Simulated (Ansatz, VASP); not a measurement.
Two plane-wave programs on GaN

```
CELL_PARAMETERS angstrom
0.00000 2.24908 2.24908
2.24908 0.00000 2.24908
2.24908 2.24908 0.00000
ATOMIC_POSITIONS crystal
Ga 0.00000 0.00000 0.00000
N 0.25000 0.25000 0.25000
```

Change from the starting cell: strained cell.

Alike in both runs: functional LDA; k mesh 10 × 10 × 10; occupations gaussian, width 0.02 eV; no spin polarisation.

Ansatz relaxed the structure, and its values are those at the end. VASP's run is a single point on that final structure, the one shown.

```csv
,VASP,Ansatz
version,VASP 6.6.1,Ansatz 0.2.0
potentials or method,"VASP PAW LDA potentials, release 64 (Ga_d, N_h), cutoff 910 eV","scalar-relativistic, plane waves, PAW"
valence electrons in the cell,18,18
```

```csv
,VASP,Ansatz,Ansatz less VASP
gap on the k mesh at the Fermi level (eV),1.79,1.77,-0.013
least direct gap on the mesh (eV),1.79,1.77,-0.013
```

Ansatz warns that its potentials were made for another functional, while VASP's fit it. LDA's correlation is that of Perdew and Zunger in VASP and of Perdew and Wang (1992) in Ansatz. Ansatz's warnings: stress scf threshold loose.

Noted on VASP's run: the cutoff is short for stress, so the pressure is rough.
